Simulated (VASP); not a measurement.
Input of a VASP 6.6.1 run:

The input INCAR:

```
PREC = Accurate
ENCUT = 520
EDIFF = 1E-8
ISMEAR = -1
SIGMA = 0.03
LREAL = F
LASPH = T
NELM = 100
ALGO = Normal
ISIF = 2
LWAVE = F
LCHARG = F
GGA = PS
LEFG = T
NBANDS = 18
```

File KPOINTS:

```
regular mesh
0
Gamma
  14 14 8
```

Contents of POSCAR:

```
Au
1.0
    2.8999984104      0.0000000000      0.0000000000
   -1.4499992052      2.5114722944      0.0000000000
    0.0000000000      0.0000000000      4.8800000000
Au
2
Direct
    0.3333333333      0.6666666667      0.7500000000
    0.6666666667      0.3333333333      0.2500000000
```

Potentials or basis: VASP PAW PBE potentials, release 64 (Au).

Launch:

```console
$ cat potpaw_PBE.64/Au/POTCAR > POTCAR
$ mpirun -np 1 vasp_std > vasp.out
```

Problem. Predict the pressure.

Solution. -6.6 GPa.

Problem. What does it give for the band gap on the k mesh?

Solution. Zero (band 11 reaches 12.33 eV, above the bottom of band 12 at 6.03 eV).

Electric field gradients, principal values (V/Å²):
| atom | least | middle | greatest (by size) |
| --- | --- | --- | --- |
| 1 Au | -11.516 | -11.517 | 23.033 |
| 2 Au | -11.516 | -11.517 | 23.033 |

Caveat: without QUAD_EFG the Cq values of the log hold for a quadrupole moment of 1 mb, not for the nuclei; the PAW data sets were made with another functional, which shifts forces and pressure a little; spin-orbit coupling is left out, which moves the levels of the heavy elements.
